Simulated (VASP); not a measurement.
# SrCl2 (Fm-3m) in VASP: further runs

SrCl2 is run at these levels: PBE; tasks: single point.

Program: VASP 6.6.1. These are calculated values, not measurements. Logs are shortened: lines on timing, memory, paths and dates and some standing lists are left out, and cuts for length are marked.

## Step 1: The cell of the first run

The structure is cubic, space group Fm-3m (No. 225). Conventional cell: a = 7.041 Å, b = 7.041 Å, c = 7.041 Å, α = 90.00°, β = 90.00°, γ = 90.00°. Sr (site symmetry m-3m) has 8 Cl at 3.05 Å within 4.0 Å. Cl (site symmetry -43m) has 4 Sr at 3.05 Å and 6 Cl at 3.52 Å within 4.0 Å.

## Step 2: Single point, PBE

Input file INCAR:

```
PREC = Accurate
ENCUT = 520
EDIFF = 1E-6
ISMEAR = 0
SIGMA = 0.01
LREAL = F
LASPH = T
NELM = 60
ALGO = Normal
ISIF = 2
LWAVE = F
LCHARG = T
GGA = PE
LELF = T
LVHAR = T
NBANDS = 19
```

Input file KPOINTS:

```
Automatic mesh
0
Gamma
  6 6 6
```

Input file POSCAR:

```
SrCl2
1.0
    0.0000000000      3.5205221746      3.5205221746
    3.5205221746      0.0000000000      3.5205221746
    3.5205221746      3.5205221746      0.0000000000
Sr Cl
1 2
Direct
    0.0000000000      0.0000000000      0.0000000000
    0.2500000000      0.2500000000      0.2500000000
    0.7500000000      0.7500000000      0.7500000000
```

Potentials or basis: VASP PAW PBE potentials, release 64 (Sr_sv, Cl).

Run with:

```console
$ cat potpaw_PBE.64/Sr_sv/POTCAR potpaw_PBE.64/Cl/POTCAR > POTCAR
$ mpirun -np 1 vasp_std > vasp.out
```

OUTCAR:

```text
PREC = Accurate
   ENCUT = 520
   EDIFF = 1E-6
   ISMEAR = 0
   LREAL = F
   LASPH = T
   NELM = 60
   ISIF = 2
   GGA = PE

 ion  position               nearest neighbor table
   1  0.000  0.000  0.000-   3 3.05   3 3.05   3 3.05   2 3.05   3 3.05   2 3.05   2 3.05   2 3.05

   2  0.250  0.250  0.250-   1 3.05   1 3.05   1 3.05   1 3.05
   3  0.750  0.750  0.750-   1 3.05   1 3.05   1 3.05   1 3.05

  LATTYP: Found a face centered cubic cell.
 ALAT       =     7.0410443492

  Lattice vectors:

 A1 = (   0.0000000000,   3.5205221746,   3.5205221746)
 A2 = (   3.5205221746,   0.0000000000,   3.5205221746)
 A3 = (   3.5205221746,   3.5205221746,   0.0000000000)

Analysis of symmetry for initial positions (statically):
=====================================================================
 Subroutine PRICEL returns:
 Original cell was already a primitive cell.

 Routine SETGRP: Setting up the symmetry group for a
 face centered cubic supercell.

 Subroutine GETGRP returns: Found 48 space group operations
 (whereof 48 operations were pure point group operations)
 out of a pool of 48 trial point group operations.

The static configuration has the point symmetry O_h .

Analysis of symmetry for dynamics (positions and initial velocities):
=====================================================================
 Subroutine PRICEL returns:
 Original cell was already a primitive cell.

 Routine SETGRP: Setting up the symmetry group for a
 face centered cubic supercell.

 Subroutine GETGRP returns: Found 48 space group operations
 (whereof 48 operations were pure point group operations)
 out of a pool of 48 trial point group operations.

The dynamic configuration has the point symmetry O_h .

 Subroutine INISYM returns: Found 48 space group operations
 (whereof 48 operations are pure point group operations),
 and found     1 'primitive' translations

----------------------------------------------------------------------------------------

                                     Primitive cell

  volume of cell :      87.2672

  direct lattice vectors                    reciprocal lattice vectors
     0.000000000  3.520522175  3.520522175    -0.142024386  0.142024386  0.142024386
     3.520522175  0.000000000  3.520522175     0.142024386 -0.142024386  0.142024386
     3.520522175  3.520522175  0.000000000     0.142024386  0.142024386 -0.142024386

  length of vectors
     4.978770206  4.978770206  4.978770206     0.245993452  0.245993452  0.245993452

  position of ions in fractional coordinates (direct lattice)
     0.000000000  0.000000000  0.000000000
     0.250000000  0.250000000  0.250000000
     0.750000000  0.750000000  0.750000000

  ion indices of the primitive-cell ions
   primitive index   ion index
                 1           1
                 2           2
                 3           3

----------------------------------------------------------------------------------------

 KPOINTS: Automatic mesh

Automatic generation of k-mesh.
 Grid dimensions read from file:
 generate k-points for:    6    6    6

 Generating k-lattice:

  Cartesian coordinates                     Fractional coordinates (reciprocal lattice)
    -0.023670731  0.023670731  0.023670731     0.166666667  0.000000000  0.000000000
     0.023670731 -0.023670731  0.023670731     0.000000000  0.166666667  0.000000000
     0.023670731  0.023670731 -0.023670731     0.000000000  0.000000000  0.166666667

  Length of vectors
     0.040998909  0.040998909  0.040998909

  Shift w.r.t. Gamma in fractional coordinates (k-lattice)
     0.000000000  0.000000000  0.000000000

 Subroutine IBZKPT returns following result:
 ===========================================

 Found     16 irreducible k-points:

 Following reciprocal coordinates:
            Coordinates               Weight
  0.000000  0.000000  0.000000      1.000000
  0.166667  0.000000  0.000000      8.000000
  0.333333  0.000000  0.000000      8.000000
  0.500000  0.000000  0.000000      4.000000
  0.166667  0.166667  0.000000      6.000000
  0.333333  0.166667  0.000000     24.000000
[... 8 lines left out ...]
 -0.333333  0.333333  0.166667     24.000000
 -0.333333  0.500000  0.166667     12.000000
   k-points           NKPTS =     16   k-points in BZ     NKDIM =     16   number of bands    NBANDS=     19
   number of dos      NEDOS =    301   number of ions     NIONS =      3
   total plane-waves  NPLWV =  64000
   dimension x,y,z NGX =    40 NGY =   40 NGZ =   40
   dimension x,y,z NGXF=    80 NGYF=   80 NGZF=   80
   ions per type =               1   2
   NGX,Y,Z   is equivalent  to a cutoff of  13.36, 13.36, 13.36 a.u.
   NGXF,Y,Z  is equivalent  to a cutoff of  26.71, 26.71, 26.71 a.u.
 SYSTEM =  unknown system
   PREC   = accura    normal or accurate (medium, high low for compatibility)
   ISTART =      0    job   : 0-new  1-cont  2-samecut
   ICHARG =      2    charge: 1-file 2-atom 10-const
   ISPIN  =      1    spin polarized calculation?
   LNONCOLLINEAR =      F non collinear calculations
   LSORBIT =      F    spin-orbit coupling
   LASPH  =      T    aspherical Exc in radial PAW
   ENCUT  =  520.0 eV  38.22 Ry    6.18 a.u.   9.26  9.26  9.26*2*pi/ulx,y,z
   NELM   =     60;   NELMIN=  2; NELMDL= -5     # of ELM steps
   EDIFF  = 0.1E-05   stopping-criterion for ELM
   LREAL  =      F    real-space projection
   EDIFFG = 0.1E-04   stopping-criterion for IOM
   NSW    =      0    number of steps for IOM
   IBRION =     -1    ionic relax: 0-MD 1-quasi-New 2-CG
   NFREE  =      0    steps in history (QN), initial steepest desc. (CG)
   ISIF   =      2    stress and relaxation
   ISYM   =      2    0-nonsym 1-usesym 2-fastsym
   POTIM  = 0.5000    time-step for ionic-motion
   TEBEG  =    0.0;   TEEND  =   0.0 temperature during run
   PSTRESS=    0.0 pullay stress
   NELECT =      24.0000    total number of electrons
   NUPDOWN=      -1.0000    fix difference up-down
   EMIN   =  10.00;   EMAX   =-10.00  energy-range for DOS
   EFERMI =   0.00;   METHOD = LEGACY
   ISMEAR =     0;   SIGMA  =   0.01  broadening in eV -4-tet -1-fermi 0-gaus
   EFERMI_NEDOS =   21; number of points for ismear=-14 and -15
   IALGO  =     38    algorithm
   IMIX   =      4    mixing-type and parameters
     AMIX     =   0.40;   BMIX     =  1.00
     AMIX_MAG =   1.60;   BMIX_MAG =  1.00
  volume/ion in A,a.u.               =      29.09       196.30
  Fermi-wavevector in a.u.,A,eV,Ry     =   1.064621  2.011841 15.421072  1.133417
  Thomas-Fermi vector in A             =   2.200145
   LORBIT       =      0    0 simple, 1 ext, 2 COOP (PROOUT), +10 PAW based schemes
   GGA     = PE    functional components
   LHFCALC =     F    Hartree Fock is set to
   AEXX    =    0.0000 exact exchange contribution
   IVDW    =     0    specifies the selected vdW correction
   LEPSILON=     F    determine dielectric tensor
   LRPA    =     F    only Hartree local field effects (RPA)
 non-spin polarized calculation
 Gauss-broadening in eV      SIGMA  =   0.01
  energy-cutoff  :      520.00
  volume of cell :       87.27
 maximum number of plane-waves:      2397
 NGX is ok and might be reduce to    40
   NGX = 19   NGY = 19   NGZ = 19

 number of electron      23.9999999 magnetization

 Free energy of the ion-electron system (eV)
  ---------------------------------------------------
  ext. energy  EPLUGINS =         0.00000000
  ---------------------------------------------------
  free energy    TOTEN  =       -12.79140262 eV

  energy without entropy =      -12.79140262  energy(sigma->0) =      -12.79140262

 E-fermi :   0.0738     XC(G=0):  -8.1650

 val. band max:       -0.0250128237   @ k =   0.5000   0.5000   0.0000
 cond. band min:       5.2070186327   @ k =   0.0000   0.0000   0.0000
 fundamental gap:      5.2320314563
 Fermi energy:         0.0737601652

 k-point     1 :       0.0000    0.0000    0.0000
  band No.  band energies     occupation
      1     -33.0042      2.00000
      2     -14.9841      2.00000
      3     -14.9841      2.00000
      4     -14.9841      2.00000
      5     -13.2464      2.00000
      6     -12.4513      2.00000
[... 11 lines left out ...]
     18       8.9633      0.00000
     19       9.1245      0.00000

 k-point     2 :       0.1667    0.0000    0.0000
  band No.  band energies     occupation
      1     -33.0036      2.00000
      2     -15.0550      2.00000
      3     -14.9871      2.00000
      4     -14.9871      2.00000
      5     -13.1163      2.00000
      6     -12.5045      2.00000
[... 11 lines left out ...]
     18       8.6260      0.00000
     19       9.6925      0.00000

 k-point     3 :       0.3333    0.0000    0.0000
  band No.  band energies     occupation
      1     -33.0022      2.00000
      2     -15.1723      2.00000
      3     -14.9931      2.00000
      4     -14.9931      2.00000
      5     -12.9144      2.00000
      6     -12.5692      2.00000
[... 11 lines left out ...]
     18       8.4485      0.00000
     19       8.9527      0.00000

 k-point     4 :       0.5000    0.0000    0.0000
  band No.  band energies     occupation
      1     -33.0016      2.00000
      2     -15.2221      2.00000
      3     -14.9960      2.00000
      4     -14.9960      2.00000
      5     -12.8714      2.00000
      6     -12.5483      2.00000
[... 231 lines left out ...]
     18       8.5348      0.00000
     19       9.6437      0.00000

 k-point    15 :      -0.3333    0.3333    0.1667
  band No.  band energies     occupation
      1     -33.0009      2.00000
      2     -15.1695      2.00000
      3     -15.1133      2.00000
      4     -15.0069      2.00000
      5     -12.7015      2.00000
      6     -12.6227      2.00000
[... 11 lines left out ...]
     18       8.9513      0.00000
     19       9.7590      0.00000

 k-point    16 :      -0.3333    0.5000    0.1667
  band No.  band energies     occupation
      1     -33.0007      2.00000
      2     -15.2129      2.00000
      3     -15.0825      2.00000
      4     -15.0127      2.00000
      5     -12.6886      2.00000
      6     -12.6100      2.00000
[... 11 lines left out ...]
     18       9.3342      0.00000
     19       9.8275      0.00000

------------------------ aborting loop because EDIFF is reached ----------------------------------------

  FORCE on cell =-STRESS in cart. coord.  units (eV):
  Direction    XX          YY          ZZ          XY          YZ          ZX
  --------------------------------------------------------------------------------------
  -------------------------------------------------------------------------------------
  Total        0.0409422      0.0409422      0.0409422     -0.0000000     -0.0000000      0.0000000
  in kB        0.7516765      0.7516765      0.7516765     -0.0000000     -0.0000000      0.0000000
  external PRESSURE =       0.7516765 kB  Pullay stress =       0.0000000 kB

 VOLUME and BASIS-vectors are now :
 -----------------------------------------------------------------------------
  energy-cutoff  :      520.00
  volume of cell :       87.27
      direct lattice vectors                 reciprocal lattice vectors
     0.000000000  3.520522175  3.520522175    -0.142024386  0.142024386  0.142024386
     3.520522175  0.000000000  3.520522175     0.142024386 -0.142024386  0.142024386
     3.520522175  3.520522175  0.000000000     0.142024386  0.142024386 -0.142024386

 POSITION                                       TOTAL-FORCE (eV/Angst)
 -----------------------------------------------------------------------------------
      0.00000      0.00000      0.00000        -0.000000      0.000000     -0.000000
      1.76026      1.76026      1.76026         0.000000      0.000000      0.000000
      5.28078      5.28078      5.28078        -0.000000     -0.000000     -0.000000
 -----------------------------------------------------------------------------------
    total drift:                               -0.000000     -0.000000      0.000000

  FREE ENERGIE OF THE ION-ELECTRON SYSTEM (eV)
  ---------------------------------------------------
  free  energy   TOTEN  =       -12.7914026172 eV

  energy  without entropy=      -12.7914026172  energy(sigma->0) =      -12.79140262
```

Run time: 64 s. Hardware: 1 thread of Intel Xeon 8259CL, shared host; peak memory 0.24 GiB.

Results:

| Quantity | Value |
| --- | --- |
| Free energy | -12.7914 eV |
| Pressure | 0.1 GPa |
| Band gap on the k mesh | 5.23 eV (least direct gap 5.52 eV) |

Caveat: the structure was generated, so it needn't be the stable form of SrCl2. A k mesh can miss the band edges.

## Step 3: Single point, PBE (29.96 Å³/atom)

This run uses another cell than the first one, of 29.96 Å³/atom.

Input file INCAR:

```
SYSTEM = SrCl2
ALGO = Normal ; EDIFF = 1E-6
ENCUT = 520 ; GGA = PE
ISIF = 2 ; ISMEAR = 0
LASPH = .True. ; LCHARG = .False.
LREAL = .False. ; LWAVE = .False.
NBANDS = 19 ; NELM = 60
PREC = Accurate ; SIGMA = 0.01
```

Input file KPOINTS:

```
k-points
0
Gamma
  6 6 6
  0 0 0
```

Input file POSCAR:

```
SrCl2
1.0
    0.0000000000      3.5553810968      3.5553810968
    3.5553810968      0.0000000000      3.5553810968
    3.5553810968      3.5553810968      0.0000000000
Sr Cl
1 2
Direct
    0.0000000000      0.0000000000      0.0000000000
    0.2500000000      0.2500000000      0.2500000000
    0.7500000000      0.7500000000      0.7500000000
```

Potentials or basis: VASP PAW PBE potentials, release 64 (Sr_sv, Cl).

Run with:

```console
$ cat potpaw_PBE.64/Sr_sv/POTCAR potpaw_PBE.64/Cl/POTCAR > POTCAR
$ mpirun -np 1 vasp_std > vasp.out
```

Run time: 55 s. Hardware: 1 thread of Intel Xeon 8259CL, shared host; peak memory 0.24 GiB.

It converged, with:

* Free energy: -12.7855 eV
* Pressure: -0.9 GPa
* Band gap on the k mesh: 5.12 eV (least direct gap 5.43 eV)

Levels at points of the mesh, in eV from the valence-band top:
| k point | band 9 | band 10 | band 11 | band 12 | band 13 | band 14 | band 15 | band 16 |
| --- | --- | --- | --- | --- | --- | --- | --- | --- |
| (0.00, 0.00, 0.00) | -1.94 | -0.32 | -0.32 | -0.32 | 5.12 | 6.10 | 6.10 | 8.94 |
| (0.50, 0.00, 0.00) | -1.40 | -1.22 | -0.97 | -0.97 | 6.65 | 6.65 | 7.30 | 7.78 |
| (0.50, 0.50, 0.00) | -1.75 | -0.36 | -0.36 | 0.00 | 5.52 | 6.88 | 7.45 | 7.83 |

Caveat: the structure was generated, so it needn't be the stable form of SrCl2. A k mesh can miss the band edges.

## Step 4: Single point, PBE (30.83 Å³/atom)

This run uses another cell than the first one, of 30.83 Å³/atom.

Input file INCAR:

```
SYSTEM = SrCl2
  PREC = Accurate
  ENCUT = 520
  EDIFF = 1E-6
  ISMEAR = 0
  SIGMA = 0.01
  LREAL = .False.
  LASPH = .True.
  NELM = 100
  ALGO = Normal
  ISIF = 2
  LWAVE = .False.
  LCHARG = .False.
  GGA = PE
  NBANDS = 19
```

Input file KPOINTS:

```
Automatic mesh
0
Gamma
  6 6 6
  0 0 0
```

Input file POSCAR:

```
SrCl2
1.0
    0.0000000000      3.5895695509      3.5895695509
    3.5895695509      0.0000000000      3.5895695509
    3.5895695509      3.5895695509      0.0000000000
Sr Cl
1 2
Direct
    0.0000000000      0.0000000000      0.0000000000
    0.2500000000      0.2500000000      0.2500000000
    0.7500000000      0.7500000000      0.7500000000
```

Run with:

```console
$ cat potpaw_PBE.64/Sr_sv/POTCAR potpaw_PBE.64/Cl/POTCAR > POTCAR
$ mpirun -np 1 vasp_std > vasp.out
```

Wall time 49 s (1 thread of Intel Xeon 8259CL, shared host); peak memory 0.24 GiB.

Results (log left out):

| Item | Value |
| --- | --- |
| Free energy | -12.7653 eV |
| Pressure | -1.7 GPa |
| Band gap on the k mesh | 5.01 eV (least direct gap 5.32 eV) |

Levels at points of the mesh, in eV from the valence-band top:
```tsv
k point	band 10	band 11	band 12	band 13	band 14	band 15
(0.00, 0.00, 0.00)	-0.30	-0.30	-0.30	5.01	6.10	6.10
(0.50, 0.00, 0.00)	-1.17	-0.94	-0.94	6.61	6.61	7.19
(0.50, 0.50, 0.00)	-0.34	-0.34	0.00	5.52	6.80	7.37
```

Caveat: the structure was generated, so it needn't be the stable form of SrCl2. A k mesh can miss the band edges.

## Step 5: Overview

```tsv
cell	gap on the mesh (eV)	pressure (GPa)
a = 4.979 Å, angles 60.0°, 3 atoms	5.23	0.1
a = 5.028 Å, angles 60.0°, 3 atoms	5.12	-0.9
a = 5.076 Å, angles 60.0°, 3 atoms	5.01	-1.7
```

Alike in all rows: task single point; level PBE; potentials or basis VASP PAW PBE potentials, release 64 (Sr_sv, Cl); no spin polarisation; k mesh 6 × 6 × 6; cutoff (eV) 520; smearing gaussian 0.01 eV.

Caveats: the structure was generated, so it needn't be the stable form of SrCl2.

Total energies depend on the potentials used, so only differences within one code and one set of settings carry meaning.
